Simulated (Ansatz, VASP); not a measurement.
## Cu3N: VASP beside Ansatz

INCAR

```
PREC = Accurate ; ENCUT = 600
EDIFF = 1E-6 ; ISMEAR = 0
SIGMA = 0.01 ; LREAL = False
LASPH = True ; NELM = 120
ALGO = Normal ; ISIF = 2
LWAVE = False ; LCHARG = False
GGA = RP ; NBANDS = 27
GGA_COMPAT = False
```

Contents of KPOINTS:

```
Automatic mesh
0
Gamma
  6 6 6
```

POSCAR

```
Cu3N
1.0
    3.8070000000      0.0000000000      0.0000000000
    0.0000000000      3.8070000000      0.0000000000
    0.0000000000      0.0000000000      3.8070000000
Cu N
3 1
Direct
    0.5000000000      0.0000000000      0.0000000000
    0.0000000000      0.5000000000      0.0000000000
    0.0000000000      0.0000000000      0.5000000000
    0.0000000000      0.0000000000      0.0000000000
```

Input for Ansatz:

```yaml
crystal:
  lattice:
    - [3.807, 0.0, 0.0]
    - [0.0, 3.807, 0.0]
    - [0.0, 0.0, 3.807]
  atoms:
    - { symbol: Cu, position: [0.5, 0.0, 0.0] }
    - { symbol: Cu, position: [0.0, 0.5, 0.0] }
    - { symbol: Cu, position: [0.0, 0.0, 0.5] }
    - { symbol: "N", position: [0.0, 0.0, 0.0] }
kpoints:
  mp_grid:
    grid: [6, 6, 6]
hamiltonian:
  xc: rpbe
  pseudopotentials:
    kind: paw
scf:
  occupations:
    method: fixed
output:
  stress: true
```

Alike in both runs: task single point; functional RPBE; k mesh 6 × 6 × 6; no spin polarisation.

|  | VASP | Ansatz |
| --- | --- | --- |
| version | VASP 6.6.1 | Ansatz 0.2.0 |
| potentials or method | VASP PAW PBE potentials, release 64 (Cu, N) | plane waves, PAW |
| plane-wave cutoff (eV) | 600 | 420 |
| occupations | gaussian, width 0.01 eV | fixed |
| valence electrons in the cell | 38 | 62 |

VASP gave:

| Property | Result |
| --- | --- |
| pressure (GPa) | 6.5 |

Which values does Ansatz return?

Pressure (GPa): 6.0.

VASP's potentials were made for PBE, not for RPBE. VASP's potentials hold 38 valence electrons a cell and Ansatz's 62, so a difference there can come from the potentials and not from the codes.
